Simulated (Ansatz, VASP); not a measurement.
## One calculation of AlN, two programs

```
Al N
1.0
    -3.31348    0.00000    0.00000
     0.00000    0.00000   -4.18759
     0.00000   -5.73911    0.00000
Al N
4 4
Cartesian
  -1.8039 -0.9565 -0.8860
  0.1472 -3.8261 -0.8860
  -0.1472 -1.9130 -2.9798
  -1.5095 -4.7826 -2.9798
  -1.7986 -0.9565 -3.4507
  0.1418 -3.8261 -3.4507
  -0.1418 -1.9130 -1.3569
  -1.5149 -4.7826 -1.3569
```

Change from the starting cell: mode 4 frozen in at -0.147 Å and mode 5 at -0.310 Å (largest displacements).

Alike in both runs: task single point; functional PBE; k mesh 8 × 6 × 4; occupations gaussian, width 0.05 eV; no spin polarisation.

|  | VASP | Ansatz |
| --- | --- | --- |
| version | VASP 6.6.1 | Ansatz 0.2.0 |
| potentials or method | VASP PAW PBE potentials, release 64 (Al, N), cutoff 520 eV | scalar-relativistic, plane waves, PAW |
| valence electrons in the cell | 32 | 32 |

VASP gave:

* gap on the k mesh at the Fermi level (eV): 3.93
* least direct gap on the mesh (eV): 3.94
* pressure (GPa): 25.7
* traceless stress, the component that is largest in VASP (GPa): 74.14
* rms of the force components (eV/Å): 3.865

Task: What did Ansatz give for the same quantities?

Result: gap on the k mesh at the Fermi level (eV): 3.93; least direct gap on the mesh (eV): 3.94; pressure (GPa): 25.7; traceless stress, the component that is largest in VASP (GPa): 73.75; rms of the force components (eV/Å): 3.849.

Atom by atom the forces differ by 0.016 eV/Å (rms over components). The functional is the same, so the differences come from potentials, cutoffs and numerics.
